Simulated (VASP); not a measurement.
Runs of VASP 6.6.1 on Ge. The structure is that of space group Fd-3m (No. 227), or close to it. The cells are those of the table. 

```csv
cell,gap on the mesh (eV),pressure (GPa)
"a = 3.947 Å, angles 60.0°, 2 atoms",0.31,6.8
"a = 3.974 Å, angles 60.0°, 2 atoms",(c),4.9
"a = 4.001 Å, angles 60.0°, 2 atoms",0.04,(a)
"a = 3.919 Å, angles 60.0°, 2 atoms",0.38,(b)
```

Alike in all rows: task single point; level PBE; potentials or basis VASP PAW PBE potentials, release 64 (Ge_d); no spin polarisation; k mesh 6 × 6 × 6; cutoff (eV) 500; smearing gaussian 0.01 eV.

Task: Estimate the missing entries.

Result: (a) 3.3; (b) 8.8; (c) 0.22.

A k mesh can miss the band edges, and the runs leave out spin-orbit coupling on Ge.
